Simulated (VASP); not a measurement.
# TaN (rocksalt type): single point with PBE

TaN (rocksalt type):

```
CELL_PARAMETERS angstrom
0.00000 2.05020 2.05020
2.05020 0.00000 2.05020
2.05020 2.05020 0.00000
ATOMIC_POSITIONS crystal
Ta 0.00000 0.00000 0.00000
N 0.50000 0.50000 0.50000
```

This cell differs from its parent crystal: volume scaled by 0.8.

```yaml
Program: VASP 6.6.1
Task: single point
Functional: PBE
Potentials_or_basis: VASP PAW PBE potentials, release 64 (Ta_pv, N)
Cutoff: 520 eV
k_mesh: 15 × 15 × 15
Occupations: fermi-dirac, width 0.08 eV
Spin: no spin polarisation
```

```
Pressure               : 122.7 GPa
Band gap on the k mesh : zero (band 8 reaches 14.55 eV, above the bottom of band 9 at 9.30 eV)
```

Levels at points of the mesh, in eV from the Fermi level:
| k point | band 6 | band 7 | band 8 | band 9 | band 10 | band 11 |
| --- | --- | --- | --- | --- | --- | --- |
| (0.00, 0.00, 0.00) | -4.42 | -4.42 | -2.77 | -2.77 | -2.77 | 0.11 |

Run time: 99 s on 1 thread of AMD EPYC 7R13, on a shared host, peak memory 0.13 GiB.

Caveat: spin-orbit coupling is left out, which moves the levels of the heavy elements.
